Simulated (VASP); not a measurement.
A run of VASP 6.6.1 is set up as follows.

Contents of INCAR:

```
ALGO = Normal
DIPOL = 0.5 0.5 0.500
EDIFF = 1E-6
ENCUT = 400
GGA_COMPAT = F
IDIPOL = 3
ISIF = 2
ISMEAR = 0
LASPH = T
LCHARG = T
LDIPOL = T
LELF = T
LREAL = F
LVACPOTAV = T
LVHAR = T
LWAVE = F
NBANDS = 94
NELM = 120
NELMDL = -8
PREC = Accurate
SIGMA = 0.05
```

KPOINTS

```
k-points
0
Gamma
  7 7 1
```

Contents of POSCAR:

```
SnS
1.0
    3.9529085460      0.0000000000      0.0000000000
    0.0000000000      4.1871299922      0.0000000000
    0.0000000000      0.0000000000     34.3621154414
Sn S
8 8
Direct
    0.7500000000      0.5932204357      0.2199364849
    0.2500000000      0.1009245168      0.3027735872
    0.7500000000      0.8921824231      0.3782091351
    0.2500000000      0.3915042906      0.4625479683
    0.7500000000      0.6084988926      0.5374523776
    0.2500000000      0.1078095376      0.6217911776
    0.7500000000      0.8990757759      0.6972259241
    0.2500000000      0.4067838397      0.7800628606
    0.2500000000      0.0229797139      0.2281464856
    0.7500000000      0.5233295564      0.2942692857
    0.2500000000      0.4755585579      0.3871556311
    0.7500000000      0.9753318667      0.4535733753
    0.2500000000      0.0246689657      0.5464272926
    0.7500000000      0.5244357474      0.6128450791
    0.2500000000      0.4766717587      0.7057301232
    0.7500000000      0.9770241213      0.7718532120
```

Potentials or basis: VASP PAW LDA potentials, release 64 (Sn_d, S).

Run with:

```bash
$ cat potpaw_LDA.64/Sn_d/POTCAR potpaw_LDA.64/S/POTCAR > POTCAR
$ mpirun -np 1 vasp_std > vasp.out
```

Q: Estimate the band gap on the k mesh.

A: 0.72 eV (least direct gap 0.94 eV).

Q: Estimate the largest force.

A: 0.031 eV/Å.

Forces in eV/Å, atoms in the order of the input:
```
Sn   0.000 -0.013 -0.013
Sn   0.000 -0.018  0.024
Sn   0.000  0.007 -0.014
Sn   0.000  0.012  0.003
Sn   0.000 -0.012 -0.003
Sn   0.000 -0.007  0.014
Sn   0.000  0.018 -0.024
Sn   0.000  0.013  0.013
S    0.000  0.008 -0.021
S    0.000  0.016  0.008
S    0.000 -0.005 -0.001
S    0.000 -0.010 -0.002
S    0.000  0.010  0.002
S    0.000  0.005  0.001
S    0.000 -0.016 -0.008
S    0.000 -0.008  0.021
```

Caveat: semilocal functionals underestimate gaps, and a narrow one can read as zero; spin-orbit coupling is left out, which moves the levels of the heavy elements.
